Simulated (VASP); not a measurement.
# Ru6C in VASP: further runs, part 2 of 2

VASP 6.6.1.

## (3) Single point, LDA

INCAR reads:

```
SYSTEM = Ru6C
PREC = Accurate ; ENCUT = 520
EDIFF = 1E-7 ; ISMEAR = 0
SIGMA = 0.1 ; LREAL = .False.
LASPH = .True. ; NELM = 100
ALGO = Normal ; ISIF = 2
LWAVE = .False. ; LCHARG = .True.
LDIPOL = .True. ; IDIPOL = 3
DIPOL = 0.5 0.5 0.345 ; GGA = CA
LELF = .True. ; LVHAR = .True.
LVACPOTAV = .True. ; NBANDS = 53
```

KPOINTS reads:

```
regular mesh
0
Gamma
  10 6 1
  0 0 0
```

POSCAR reads:

```
Ru6C
1.0
    2.6740588497      0.0000000000      0.0000000000
    0.0000000000      4.2267609849      0.0000000000
    0.0000000000      0.0000000000     20.7512332531
Ru C
6 1
Direct
    0.0000000000      0.7500000000      0.1927596279
    0.5000000000      0.2500000000      0.2299590699
    0.5000000000      0.7500000000      0.3043579540
    0.0000000000      0.2500000000      0.3397181852
    0.0000000000      0.7500000000      0.4149217975
    0.5000000000      0.2500000000      0.4458160698
    0.6666666667      0.6500000000      0.4889090486
```

Potentials or basis: VASP PAW LDA potentials, release 64 (Ru_pv, C).

Launch:

```bash
$ cat potpaw_LDA.64/Ru_pv/POTCAR potpaw_LDA.64/C/POTCAR > POTCAR
$ mpirun -np 1 vasp_std > vasp.out
```

OUTCAR:

```text
SYSTEM = Ru6C
   PREC = Accurate
   ENCUT = 520
   EDIFF = 1E-7
   ISMEAR = 0
   LREAL = .False.
   LASPH = .True.
   NELM = 100
   ISIF = 2
   GGA = CA

 ion  position               nearest neighbor table
   1  0.000  0.750  0.193-   2 2.62   2 2.62   2 2.62   2 2.62   3 2.67   3 2.67
   2  0.500  0.250  0.230-   1 2.62   1 2.62   1 2.62   1 2.62   3 2.62   3 2.62   4 2.64   4 2.64

   3  0.500  0.750  0.304-   4 2.61   4 2.61   4 2.61   4 2.61   2 2.62   2 2.62   5 2.66   5 2.66
[... 1567 lines left out ...]
  Total        0.3971292     -1.1362903      2.9316105      0.3099645     -0.3870219     -2.7180438
  in kB        2.7128129     -7.7620656     20.0260032      2.1173856     -2.6437692    -18.5671170
  external PRESSURE =       4.9922502 kB  Pullay stress =       0.0000000 kB

 VOLUME and BASIS-vectors are now :
 -----------------------------------------------------------------------------
  energy-cutoff  :      520.00
  volume of cell :      234.54
      direct lattice vectors                 reciprocal lattice vectors
     2.674058850  0.000000000  0.000000000     0.373963348  0.000000000  0.000000000
     0.000000000  4.226760985  0.000000000     0.000000000  0.236587780  0.000000000
     0.000000000  0.000000000 20.751233253     0.000000000  0.000000000  0.048189907

 POSITION                                       TOTAL-FORCE (eV/Angst)
 -----------------------------------------------------------------------------------
      0.00000      3.17007      4.00000        -0.040742     -0.043490      1.059028
      1.33703      1.05669      4.77193         0.031233      0.040381     -0.709381
      1.33703      3.17007      6.31580         0.287434     -0.009723     -1.230601
      0.00000      1.05669      7.04957         0.138240     -0.178500     -0.559686
      0.00000      3.17007      8.61014         0.707983      0.701110     -0.646375
      1.33703      1.05669      9.25123         0.207138     -0.055179      1.936337
      1.78271      2.74739     10.14547        -1.331285     -0.454599      0.150678
 -----------------------------------------------------------------------------------
    total drift:                                0.000089     -0.000028     -0.002268

  FREE ENERGIE OF THE ION-ELECTRON SYSTEM (eV)
  ---------------------------------------------------
  free  energy   TOTEN  =       -67.5468989641 eV

  energy  without entropy=      -67.5070055013  energy(sigma->0) =      -67.52695223

 vacuum level on the upper side and lower side of the slab         7.353         6.247
```

OSZICAR:

```text
N       E                     dE             d eps       ncg     rms          rms(c)
DAV:   1     0.918717416038E+03    0.91872E+03   -0.54841E+04  4392   0.157E+03
DAV:   2    -0.367776371004E+02   -0.95550E+03   -0.92929E+03  3694   0.464E+02
DAV:   3    -0.719777863903E+02   -0.35200E+02   -0.33757E+02  4506   0.830E+01
[... 26 lines left out ...]
DAV:  30    -0.675468929494E+02   -0.11378E-04   -0.43668E-07  2523   0.233E-03    0.328E-03
DAV:  31    -0.675468971255E+02   -0.41761E-05   -0.19847E-07  2363   0.190E-03    0.213E-03
DAV:  32    -0.675468986443E+02   -0.15188E-05   -0.12186E-07  2235   0.170E-03    0.107E-03
DAV:  33    -0.675468988802E+02   -0.23597E-06   -0.21221E-08  1852   0.713E-04    0.530E-04
DAV:  34    -0.675468989641E+02   -0.83824E-07   -0.80316E-09  1774   0.344E-04
   1 F= -.67546899E+02 E0= -.67526952E+02  d E =-.398935E-01
```

Wall time 10 min (1 thread of AMD EPYC 9R45 (Zen 5), shared host); peak memory 0.41 GiB.

What came out:

```yaml
Free_energy: -67.5469 eV
Largest_force: 1.948 eV/Å
Band_gap_on_the_k_mesh: zero (bands 44 and 45 overlap by 1.48 eV)
```

Forces on the atoms (eV/Å):
```
Ru  -0.041 -0.043  1.059
Ru   0.031  0.040 -0.709
Ru   0.287 -0.010 -1.231
Ru   0.138 -0.178 -0.560
Ru   0.708  0.701 -0.646
Ru   0.207 -0.055  1.936
C   -1.331 -0.455  0.151
```

Levels at points of the mesh, in eV from the Fermi level:
| k point | band 41 | band 42 | band 43 | band 44 | band 45 | band 46 | band 47 | band 48 | band 49 | band 50 |
| --- | --- | --- | --- | --- | --- | --- | --- | --- | --- | --- |
| (0.00, 0.00, 0.00) | -1.56 | -1.39 | -1.25 | -1.00 | -0.58 | -0.22 | 0.67 | 0.97 | 1.13 | 1.35 |
| (0.50, 0.00, 0.00) | -0.84 | -0.04 | 0.11 | 0.74 | 1.14 | 1.31 | 1.44 | 1.66 | 1.89 | 2.10 |
| (0.00, 0.50, 0.00) | -0.96 | -0.84 | -0.33 | -0.22 | -0.08 | 0.32 | 0.39 | 0.49 | 0.71 | 0.86 |
| (0.50, 0.50, 0.00) | -0.15 | 0.10 | 0.30 | 0.49 | 0.99 | 1.18 | 1.26 | 1.63 | 1.72 | 2.10 |

## (4) Single point, LDA

INCAR reads:

```
SYSTEM = Ru6C
PREC = Accurate
ENCUT = 520
EDIFF = 1E-7
ISMEAR = 0
SIGMA = 0.1
LREAL = .FALSE.
LASPH = .TRUE.
NELM = 100
ALGO = Normal
ISIF = 2
LWAVE = .FALSE.
LCHARG = .FALSE.
LDIPOL = .TRUE.
IDIPOL = 3
DIPOL = 0.5 0.5 0.346
GGA = CA
NBANDS = 53
```

KPOINTS reads:

```
regular mesh
0
G
  10 6 1
  0 0 0
```

POSCAR: that of step 3 with these lines changed.

```diff
@@ -14,2 +14,2 @@
     0.5000000000      0.2500000000      0.4458160698
-    0.6666666667      0.6500000000      0.4889090486
+    0.8333333333      0.5500000000      0.4927676955
```

Launch:

```bash
$ cat potpaw_LDA.64/Ru_pv/POTCAR potpaw_LDA.64/C/POTCAR > POTCAR
$ mpirun -np 1 vasp_std > vasp.out
```

It took 11 min on 1 thread of AMD EPYC 9R45 (Zen 5), shared host; peak memory 0.41 GiB.

Results (log left out):

```
Free energy            : -67.6675 eV
Largest force          : 1.962 eV/Å
Band gap on the k mesh : zero (bands 44 and 45 overlap by 1.36 eV)
```

Forces in eV/Å, atoms in the order of the input:
```
Ru  -0.057  0.001  0.940
Ru   0.022  0.002 -0.606
Ru   0.130 -0.087 -0.656
Ru   0.069  0.090 -1.024
Ru  -0.434  0.871 -0.597
Ru  -0.612 -0.548  1.781
C    0.884 -0.328  0.162
```

Levels at points of the mesh, in eV from the Fermi level:
```csv
k point,band 42,band 43,band 44,band 45,band 46,band 47
"(0.00, 0.00, 0.00)",-1.29,-1.19,-0.88,-0.66,-0.26,0.72
"(0.50, 0.00, 0.00)",0.04,0.13,0.61,1.04,1.31,1.39
"(0.00, 0.50, 0.00)",-0.83,-0.58,-0.27,0.01,0.36,0.41
"(0.50, 0.50, 0.00)",0.18,0.53,0.65,0.82,1.17,1.30
```

## (5) Overview

| cell | gap on the mesh (eV) | largest force (eV/Å) |
| --- | --- | --- |
| as given, atomic positions A | none | 2.00 |
| as given, atomic positions B | none | 1.95 |
| as given, atomic positions C | none | 1.96 |

Alike in all rows: task single point; level LDA; potentials or basis VASP PAW LDA potentials, release 64 (Ru_pv, C); no spin polarisation; k mesh 10 × 6 × 1; cutoff (eV) 520; smearing gaussian 0.1 eV.

Total energies depend on the potentials used, so only differences within one code and one set of settings carry meaning.
